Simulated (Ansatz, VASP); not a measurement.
**One calculation of Ru, two programs**

The input POSCAR:

```
Ru
1.0
    2.7058000000      0.0000000000      0.0000000000
   -1.3529000000      2.3432915376      0.0000000000
    0.0000000000      0.0000000000      4.2819000000
Ru
2
Direct
    0.6666666667      0.3333333333      0.7500000000
    0.3333333333      0.6666666667      0.2500000000
```

The input INCAR.step1:

```
SYSTEM = Ru
PREC = Accurate
ENCUT = 520
EDIFF = 1E-5
ISMEAR = -1
SIGMA = 0.05
LREAL = .False.
LASPH = .True.
NELM = 60
ALGO = Normal
ISIF = 2
LWAVE = .True.
LCHARG = .False.
GGA = PE
NBANDS = 21
```

File INCAR.step2:

```
SYSTEM = Ru
PREC = Accurate
ENCUT = 520
EDIFF = 1E-7
ISMEAR = -1
SIGMA = 0.05
LREAL = .False.
LASPH = .True.
NELM = 60
ALGO = Normal
ISIF = 2
LWAVE = .False.
LCHARG = .False.
GGA = PE
LHFCALC = .True.
AEXX = 0.25
HFSCREEN = 0.3
PRECFOCK = Normal
ISTART = 1
NBANDS = 21
```

Contents of KPOINTS:

```
Automatic mesh
0
Gamma
  6 6 3
  0 0 0
```

The input input.yaml:

```yaml
crystal:
  lattice:
    - [2.7058, 0.0, 0.0]
    - [-1.3529, 2.3432915376, 0.0]
    - [0.0, 0.0, 4.2819]
  atoms:
    - { symbol: Ru, position: [0.6666666667, 0.3333333333, 0.75] }
    - { symbol: Ru, position: [0.3333333333, 0.6666666667, 0.25] }
hamiltonian:
  xc: { exchange: pbe, correlation: pbe, exx: { coeff: 0.25, omega: 0.3 } }
  pseudopotentials: { kind: paw }
kpoints:
  mp_grid: { grid: [6, 6, 3] }
scf:
  occupations: { method: fermi_dirac, width: 0.05 }
output:
  forces: true
  stress: true
  eigenvalues: true
```

Alike in both runs: task single point; functional PBE-based screened hybrid; k mesh 6 × 6 × 3; occupations fermi-dirac, width 0.05 eV; no spin polarisation.

```csv
,VASP,Ansatz
version,VASP 6.6.1,Ansatz 0.2.0
potentials or method,"VASP PAW PBE potentials, release 64 (Ru_pv)",Ansatz PAW
plane-wave cutoff (eV),520,420
valence electrons in the cell,28,32
```

Ansatz gave:

```
gap on the k mesh at the Fermi level (eV)                     : none
pressure (GPa)                                                : -7.8
traceless stress, the component that is largest in VASP (GPa) : -4.71
```

Estimate VASP's values.

gap on the k mesh at the Fermi level (eV): none; pressure (GPa): -7.2; traceless stress, the component that is largest in VASP (GPa): -4.56.

VASP's potentials were made for PBE, not for PBE-based screened hybrid. A gap of «none» marks a metal or a gap that the smearing closes. VASP's potentials hold 28 valence electrons a cell and Ansatz's 32, so a difference there can come from the potentials and not from the codes.

The k mesh is coarse, so the values compare programs but aren't converged.
